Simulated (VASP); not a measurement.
Hf: single point with PBEsol+D3(BJ)

Crystal: Hf.

```xyz
2
Lattice="0.0000 3.1374 3.1374 3.1374 0.0000 3.1374 3.1374 3.1374 0.0000" Properties=species:S:1:pos:R:3 pbc="T T T"
Hf    0.0000    0.0000    0.0000
Hf    1.5687    1.5687    1.5687
```

- Program: VASP 6.6.1
- Task: single point
- Functional: PBEsol
- Dispersion: D3(BJ)
- Potentials or basis: VASP PAW PBE potentials, release 64 (Hf_pv)
- Cutoff: 520 eV
- k mesh: 5 × 5 × 5
- Occupations: gaussian, width 0.1 eV
- Spin: no spin polarisation

```json
{"Pressure": "-0.5 GPa", "Band gap on the k mesh": "zero (band 10 reaches 2.36 eV, above the bottom of band 11 at 1.95 eV)", "Dispersion energy per atom": "-0.368 eV"}
```

Levels at points of the mesh, in eV from the Fermi level:
| k point | band 7 | band 8 | band 9 | band 10 | band 11 | band 12 |
| --- | --- | --- | --- | --- | --- | --- |
| (0.00, 0.00, 0.00) | -5.45 | -0.58 | -0.58 | 0.12 | 0.12 | 0.12 |

Wall time 6.5 s on 1 thread of Intel(R) Xeon(R) 6975P-C (Granite Rapids) (shared host), peak memory 0.2 GiB.

Caveat: three body term missing; the PAW data sets were made with another functional, which shifts forces and pressure a little; spin-orbit coupling is left out, which moves the levels of the heavy elements; pairwise dispersion overbinds metals, which lowers pressure and volume.
